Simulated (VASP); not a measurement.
# GaAs (F-43m) in VASP: single point with HSE06

Aim: the single point of GaAs with HSE06.

Program: VASP 6.6.1. These are calculated values, not measurements. Logs are shortened: lines on timing, memory, paths and dates and some standing lists are left out, and cuts for length are marked.

### 1 The cell of the first run

The structure is cubic, space group F-43m (No. 216). The conventional cell has a = 5.666 Å, b = 5.666 Å, c = 5.666 Å, α = 90.00°, β = 90.00°, γ = 90.00°. Ga (site symmetry -43m) has 4 As at 2.45 Å within 3.2 Å. As (site symmetry -43m) has 4 Ga at 2.45 Å within 3.2 Å.

### 2 Single point, HSE06

Input file POSCAR:

```
GaAs
1.0
    0.0000000000      2.8330850957      2.8330850957
    2.8330850957      0.0000000000      2.8330850957
    2.8330850957      2.8330850957      0.0000000000
Ga As
1 1
Direct
    0.0000000000      0.0000000000      0.0000000000
    0.2500000000      0.2500000000      0.2500000000
```

Input file INCAR.step1:

```
  PREC = Accurate
  ENCUT = 520
  EDIFF = 1E-5
  ISMEAR = 0
  SIGMA = 0.01
  LREAL = F
  LASPH = T
  NELM = 60
  ALGO = Normal
  ISIF = 2
  LWAVE = T
  LCHARG = F
  NBANDS = 16
  GGA = PE
```

Input file INCAR.step2:

```
  PREC = Accurate
  ENCUT = 520
  EDIFF = 1E-6
  ISMEAR = 0
  SIGMA = 0.01
  LREAL = F
  LASPH = T
  NELM = 60
  ALGO = Normal
  ISIF = 2
  LWAVE = F
  LCHARG = F
  GGA = PE
  LHFCALC = T
  HFSCREEN = 0.2079
  PRECFOCK = Normal
  NBANDS = 16
  ISTART = 1
```

Input file KPOINTS:

```
regular mesh
0
Gamma
  6 6 6
```

Potentials or basis: VASP PAW PBE potentials, release 64 (Ga_d, As).

The run is started by

```console
cat potpaw_PBE.64/Ga_d/POTCAR potpaw_PBE.64/As/POTCAR > POTCAR
cp INCAR.step1 INCAR
mpirun -np 1 vasp_std > vasp.out
cp INCAR.step2 INCAR
mpirun -np 1 vasp_std > vasp.out
```

OUTCAR:

```text
PREC = Accurate
   ENCUT = 520
   EDIFF = 1E-6
   ISMEAR = 0
   LREAL = F
   LASPH = T
   NELM = 60
   ISIF = 2
   GGA = PE
   LHFCALC = T
   HFSCREEN = 0.2079
   PRECFOCK = Normal
   ISTART = 1

 ion  position               nearest neighbor table
   1  0.000  0.000  0.000-   2 2.45   2 2.45   2 2.45   2 2.45
   2  0.250  0.250  0.250-   1 2.45   1 2.45   1 2.45   1 2.45

  LATTYP: Found a face centered cubic cell.
 ALAT       =     5.6661701914

  Lattice vectors:

 A1 = (   0.0000000000,   2.8330850957,   2.8330850957)
 A2 = (   2.8330850957,   0.0000000000,   2.8330850957)
 A3 = (   2.8330850957,   2.8330850957,   0.0000000000)

Analysis of symmetry for initial positions (statically):
=====================================================================
 Subroutine PRICEL returns:
 Original cell was already a primitive cell.

 Routine SETGRP: Setting up the symmetry group for a
 face centered cubic supercell.

 Subroutine GETGRP returns: Found 24 space group operations
 (whereof 24 operations were pure point group operations)
 out of a pool of 48 trial point group operations.

The static configuration has the point symmetry T_d .

Analysis of symmetry for dynamics (positions and initial velocities):
=====================================================================
 Subroutine PRICEL returns:
 Original cell was already a primitive cell.

 Routine SETGRP: Setting up the symmetry group for a
 face centered cubic supercell.

 Subroutine GETGRP returns: Found 24 space group operations
 (whereof 24 operations were pure point group operations)
 out of a pool of 48 trial point group operations.

The dynamic configuration has the point symmetry T_d .

 Subroutine INISYM returns: Found 24 space group operations
 (whereof 24 operations are pure point group operations),
 and found     1 'primitive' translations

----------------------------------------------------------------------------------------

                                     Primitive cell

  volume of cell :      45.4788

  direct lattice vectors                    reciprocal lattice vectors
     0.000000000  2.833085096  2.833085096    -0.176486051  0.176486051  0.176486051
     2.833085096  0.000000000  2.833085096     0.176486051 -0.176486051  0.176486051
     2.833085096  2.833085096  0.000000000     0.176486051  0.176486051 -0.176486051

  length of vectors
     4.006587366  4.006587366  4.006587366     0.305682807  0.305682807  0.305682807

  position of ions in fractional coordinates (direct lattice)
     0.000000000  0.000000000  0.000000000
     0.250000000  0.250000000  0.250000000

  ion indices of the primitive-cell ions
   primitive index   ion index
                 1           1
                 2           2

----------------------------------------------------------------------------------------

 KPOINTS: regular mesh

Automatic generation of k-mesh.
 Grid dimensions read from file:
 generate k-points for:    6    6    6

 Generating k-lattice:

  Cartesian coordinates                     Fractional coordinates (reciprocal lattice)
    -0.029414342  0.029414342  0.029414342     0.166666667  0.000000000  0.000000000
     0.029414342 -0.029414342  0.029414342     0.000000000  0.166666667  0.000000000
     0.029414342  0.029414342 -0.029414342     0.000000000  0.000000000  0.166666667

  Length of vectors
     0.050947134  0.050947134  0.050947134

  Shift w.r.t. Gamma in fractional coordinates (k-lattice)
     0.000000000  0.000000000  0.000000000

 Subroutine IBZKPT returns following result:
 ===========================================

 Found     16 irreducible k-points:

 Following reciprocal coordinates:
            Coordinates               Weight
  0.000000  0.000000  0.000000      1.000000
  0.166667  0.000000  0.000000      8.000000
  0.333333  0.000000  0.000000      8.000000
  0.500000  0.000000  0.000000      4.000000
  0.166667  0.166667  0.000000      6.000000
  0.333333  0.166667  0.000000     24.000000
[... 8 lines left out ...]
 -0.333333  0.333333  0.166667     24.000000
 -0.333333  0.500000  0.166667     12.000000
   k-points           NKPTS =     16   k-points in BZ     NKDIM =    216   number of bands    NBANDS=     16
   number of dos      NEDOS =    301   number of ions     NIONS =      2
   total plane-waves  NPLWV =  27000
   dimension x,y,z NGX =    30 NGY =   30 NGZ =   30
   dimension x,y,z NGXF=    60 NGYF=   60 NGZF=   60
   ions per type =               1   1
   NGX,Y,Z   is equivalent  to a cutoff of  12.45, 12.45, 12.45 a.u.
   NGXF,Y,Z  is equivalent  to a cutoff of  24.90, 24.90, 24.90 a.u.
 SYSTEM =  unknown system
   PREC   = accura    normal or accurate (medium, high low for compatibility)
   ISTART =      1    job   : 0-new  1-cont  2-samecut
   ICHARG =      0    charge: 1-file 2-atom 10-const
   ISPIN  =      1    spin polarized calculation?
   LNONCOLLINEAR =      F non collinear calculations
   LSORBIT =      F    spin-orbit coupling
   LASPH  =      T    aspherical Exc in radial PAW
   ENCUT  =  520.0 eV  38.22 Ry    6.18 a.u.   7.45  7.45  7.45*2*pi/ulx,y,z
   NELM   =     60;   NELMIN=  2; NELMDL=  0     # of ELM steps
   EDIFF  = 0.1E-05   stopping-criterion for ELM
   LREAL  =      F    real-space projection
   EDIFFG = 0.1E-04   stopping-criterion for IOM
   NSW    =      0    number of steps for IOM
   IBRION =     -1    ionic relax: 0-MD 1-quasi-New 2-CG
   NFREE  =      0    steps in history (QN), initial steepest desc. (CG)
   ISIF   =      2    stress and relaxation
   ISYM   =      3    0-nonsym 1-usesym 2-fastsym
   POTIM  = 0.5000    time-step for ionic-motion
   TEBEG  =    0.0;   TEEND  =   0.0 temperature during run
   PSTRESS=    0.0 pullay stress
   NELECT =      18.0000    total number of electrons
   NUPDOWN=      -1.0000    fix difference up-down
   EMIN   =  10.00;   EMAX   =-10.00  energy-range for DOS
   EFERMI =   0.00;   METHOD = LEGACY
   ISMEAR =     0;   SIGMA  =   0.01  broadening in eV -4-tet -1-fermi 0-gaus
   EFERMI_NEDOS =   21; number of points for ismear=-14 and -15
   IALGO  =     38    algorithm
   IMIX   =      1    mixing-type and parameters
     AMIX     =   0.40;   BMIX     =  1.00
     AMIX_MAG =   1.60;   BMIX_MAG =  1.00
  volume/ion in A,a.u.               =      22.74       153.45
  Fermi-wavevector in a.u.,A,eV,Ry     =   1.201977  2.271407 19.656990  1.444748
  Thomas-Fermi vector in A             =   2.337771
   LORBIT       =      0    0 simple, 1 ext, 2 COOP (PROOUT), +10 PAW based schemes
   GGA     = PE    functional components
   LHFCALC =     T    Hartree Fock is set to
   PRECFOCK=normal    Normal, Fast or Accurate (Low or Medium for compatibility)
   ENCUT4O =  -1.0   cutoff for four orbital integrals eV
   NKREDX  =     1    reduce k-point grid by
   NKREDY  =     1    reduce k-point grid by
   NKREDZ  =     1    reduce k-point grid by
   AEXX    =    0.2500 exact exchange contribution
   HFSCREEN=    0.2079 screening length (either q_TF or 0.3 A-1)
   HFSCREENC=   0.2079 screening length for correlation (either q_TF or 0.3 A-1)
   ENCUTFOCK=  -1.0 apply spherical cutoff to Coloumb kernel
   IVDW    =     0    specifies the selected vdW correction
   LEPSILON=     F    determine dielectric tensor
   LRPA    =     F    only Hartree local field effects (RPA)
 non-spin polarized calculation
 Gauss-broadening in eV      SIGMA  =   0.01
  energy-cutoff  :      520.00
  volume of cell :       45.48
 maximum number of plane-waves:      1243
 NGX is ok and might be reduce to    30
  NGX = 24; NGY = 24; NGZ = 24

 number of electron      17.9999990 magnetization

 Free energy of the ion-electron system (eV)
  ---------------------------------------------------
  ext. energy  EPLUGINS =         0.00000000
  ---------------------------------------------------
  free energy    TOTEN  =        -9.84766261 eV

  energy without entropy =       -9.84766261  energy(sigma->0) =       -9.84766261

 E-fermi :   3.5598     XC(G=0):  -7.9432

 val. band max:        3.4474044659   @ k =   0.0000   0.0000   0.0000
 cond. band min:       4.8074728225   @ k =   0.0000   0.0000   0.0000
 fundamental gap:      1.3600683566
 Fermi energy:         3.5597550620

 k-point     1 :       0.0000    0.0000    0.0000
  band No.  band energies     occupation
      1     -13.9136      2.00000
      2     -13.9136      2.00000
      3     -13.9136      2.00000
      4     -13.8343      2.00000
      5     -13.8343      2.00000
      6     -10.4639      2.00000
[... 8 lines left out ...]
     15      14.5212      0.00000
     16      14.5212      0.00000

 k-point     2 :       0.1667    0.0000    0.0000
  band No.  band energies     occupation
      1     -13.9271      2.00000
      2     -13.9084      2.00000
      3     -13.9083      2.00000
      4     -13.8345      2.00000
      5     -13.8345      2.00000
      6     -10.1228      2.00000
[... 8 lines left out ...]
     15      13.3885      0.00000
     16      13.3956      0.00000

 k-point     3 :       0.3333    0.0000    0.0000
  band No.  band energies     occupation
      1     -13.9529      2.00000
      2     -13.8993      2.00000
      3     -13.8993      2.00000
      4     -13.8334      2.00000
      5     -13.8334      2.00000
      6      -9.2325      2.00000
[... 8 lines left out ...]
     15      14.0765      0.00000
     16      14.0765      0.00000

 k-point     4 :       0.5000    0.0000    0.0000
  band No.  band energies     occupation
      1     -13.9652      2.00000
      2     -13.8957      2.00000
      3     -13.8957      2.00000
      4     -13.8319      2.00000
      5     -13.8319      2.00000
      6      -8.5657      2.00000
[... 8 lines left out ...]
     15      16.4483      0.00000
     16      16.4483      0.00000
[... 172 lines left out ...]
 k-point    14 :       0.5000    0.3333    0.1667
  band No.  band energies     occupation
      1     -13.9722      2.00000
      2     -13.8893      2.00000
      3     -13.8833      2.00000
      4     -13.8433      2.00000
      5     -13.8295      2.00000
      6      -8.5110      2.00000
[... 8 lines left out ...]
     15      15.6924      0.00000
     16      17.7519      0.00000

 k-point    15 :      -0.3333    0.3333    0.1667
  band No.  band energies     occupation
      1     -13.9774      2.00000
      2     -13.8888      2.00000
      3     -13.8787      2.00000
      4     -13.8417      2.00000
      5     -13.8315      2.00000
      6      -7.9643      2.00000
[... 8 lines left out ...]
     15      16.7351      0.00000
     16      17.3660      0.00000

 k-point    16 :      -0.3333    0.5000    0.1667
  band No.  band energies     occupation
      1     -13.9856      2.00000
      2     -13.8820      2.00000
      3     -13.8727      2.00000
      4     -13.8479      2.00000
      5     -13.8284      2.00000
      6      -7.7102      2.00000
[... 8 lines left out ...]
     15      16.8528      0.00000
     16      17.9075      0.00000

------------------------ aborting loop because EDIFF is reached ----------------------------------------

  FORCE on cell =-STRESS in cart. coord.  units (eV):
  Direction    XX          YY          ZZ          XY          YZ          ZX
  --------------------------------------------------------------------------------------
  -------------------------------------------------------------------------------------
  Total        0.1394763      0.1394763      0.1394763      0.0000000     -0.0000000      0.0000000
  in kB        4.9136278      4.9136278      4.9136278      0.0000000     -0.0000000      0.0000000
  external PRESSURE =       4.9136278 kB  Pullay stress =       0.0000000 kB

 VOLUME and BASIS-vectors are now :
 -----------------------------------------------------------------------------
  energy-cutoff  :      520.00
  volume of cell :       45.48
      direct lattice vectors                 reciprocal lattice vectors
     0.000000000  2.833085096  2.833085096    -0.176486051  0.176486051  0.176486051
     2.833085096  0.000000000  2.833085096     0.176486051 -0.176486051  0.176486051
     2.833085096  2.833085096  0.000000000     0.176486051  0.176486051 -0.176486051

 POSITION                                       TOTAL-FORCE (eV/Angst)
 -----------------------------------------------------------------------------------
      0.00000      0.00000      0.00000         0.000000      0.000000      0.000000
      1.41654      1.41654      1.41654        -0.000000     -0.000000     -0.000000
 -----------------------------------------------------------------------------------
    total drift:                               -0.000039     -0.000038     -0.000028

  FREE ENERGIE OF THE ION-ELECTRON SYSTEM (eV)
  ---------------------------------------------------
  free  energy   TOTEN  =        -9.8476626124 eV

  energy  without entropy=       -9.8476626124  energy(sigma->0) =       -9.84766261
```

Run time: 42 min. Hardware: 1 thread of Intel Xeon Platinum 8375C at 2.90GHz (Ice Lake), shared host; peak memory 0.3 GiB.

What came out:

| Item | Value |
| --- | --- |
| Free energy | -9.8477 eV |
| Pressure | 0.5 GPa |
| Band gap on the k mesh | 1.36 eV |

Caveat: the PAW data sets were made with another functional, which shifts forces and pressure a little.
